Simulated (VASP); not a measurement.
A run of VASP 6.6.1:

File INCAR:

```
SYSTEM = Pb
PREC = Accurate ; ENCUT = 520
EDIFF = 1E-7 ; ISMEAR = 0
SIGMA = 0.15 ; LREAL = .False.
LASPH = .True. ; NELM = 100
ALGO = Fast ; ISIF = 2
LWAVE = .False. ; LCHARG = .True.
LELF = .True. ; LVHAR = .True.
NBANDS = 13
```

KPOINTS

```
regular mesh
0
Gamma
  18 18 18
  0 0 0
```

The input POSCAR:

```
Pb
1.0
    0.0000000000      2.4299575490      2.5514554264
    2.4299575490      0.0000000000      2.5514554264
    2.4299575490      2.4299575490      0.0000000000
Pb
1
Direct
    0.0000000000      0.0000000000      0.0000000000
```

Potentials or basis: VASP PAW LDA potentials, release 64 (Pb_d).

The run is started by

```sh
$ cat potpaw_LDA.64/Pb_d/POTCAR > POTCAR
$ mpirun -np 1 vasp_std > vasp.out
```

Hardware: 1 thread of Intel(R) Xeon(R) 6975P-C (Granite Rapids), with other jobs on the host.

Problem. How long does it take, and how much memory?

Solution. Run time: 97 s on 1 thread of Intel(R) Xeon(R) 6975P-C (Granite Rapids) (shared host), peak memory 0.28 GiB. Counts: scf iterations 14, k points 480.
